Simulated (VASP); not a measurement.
Input of a VASP 6.6.1 run:

The input INCAR:

```
PREC = Accurate
ENCUT = 600
EDIFF = 1E-6
ISMEAR = 0
SIGMA = 0.05
LREAL = False
LASPH = True
NELM = 200
ALGO = Normal
ISIF = 2
LWAVE = False
LCHARG = False
LMAXMIX = 4
LDAU = True
LDAUTYPE = 2
LDAUL = 2 -1 -1
LDAUU = 2 0 0
LDAUJ = 0 0 0
LDAUPRINT = 1
GGA = PS
NBANDS = 70
GGA_COMPAT = False
```

File KPOINTS:

```
Automatic mesh
0
Gamma
  2 4 4
```

Contents of POSCAR:

```
Al7RuO12
1.0
    4.7540000000      2.7447232000      8.6600000000
   -2.3770000000      1.3723616000      4.3300000000
    0.0000000000     -2.7447232000      4.3300000000
Ru Al O
1 7 12
Direct
    0.4252140987      0.8492392262      0.8492424577
    0.9256568561      0.8557826431      0.8537809977
    0.3206325111      0.6530511648      0.6449352492
    0.8275697203      0.6459652155      0.6512015144
    0.0711649829      0.1561998306      0.1512102757
    0.5770710753      0.1446255548      0.1523302489
    0.1713567140      0.3568681638      0.3548277830
    0.6804859147      0.3489253072      0.3501999028
    0.0281470804      0.4462603908      0.7516703071
    0.5318550141      0.4242881978      0.7547882599
    0.3746523077      0.0625388501      0.4228429067
    0.8766569157      0.0579700025      0.4468775830
    0.2111072669      0.7573864215      0.0625528265
    0.7232931927      0.7488588418      0.0582431781
    0.4758481956      0.5304267126      0.2781202217
    0.9697275230      0.5612888512      0.2524321405
    0.1235259745      0.9495555410      0.5548029581
    0.6409035240      0.9396133682      0.5394129749
    0.2660021102      0.2769427241      0.9490968462
    0.7803493945      0.2530284180      0.9409161933
```

Potentials or basis: VASP PAW PBE potentials, release 64 (Ru_pv, Al, O).

Run with:

```sh
$ cat potpaw_PBE.64/Ru_pv/POTCAR potpaw_PBE.64/Al/POTCAR potpaw_PBE.64/O/POTCAR > POTCAR
$ mpirun -np 1 vasp_std > vasp.out
```

**Question.** Predict the pressure.

**Answer.** 11.1 GPa.

**Question.** Predict the largest force.

**Answer.** 0.359 eV/Å.

**Question.** Predict the band gap on the k mesh.

**Answer.** Zero (an odd number of electrons rules out a gap without spin polarisation).

Stress tensor (GPa, compression positive):
```
11.75 -0.17  0.92
-0.17 11.99 -0.07
 0.92 -0.07  9.70
```

Caveat: the k points lie up to 0.40 Å⁻¹ apart, too coarse for converged energies and pressures of a metal; the PAW data sets were made with another functional, which shifts forces and pressure a little; an odd number of electrons without spin polarisation forces a metal; a magnetic or distorted state may lie lower; U without spin polarisation on a metal has little footing.
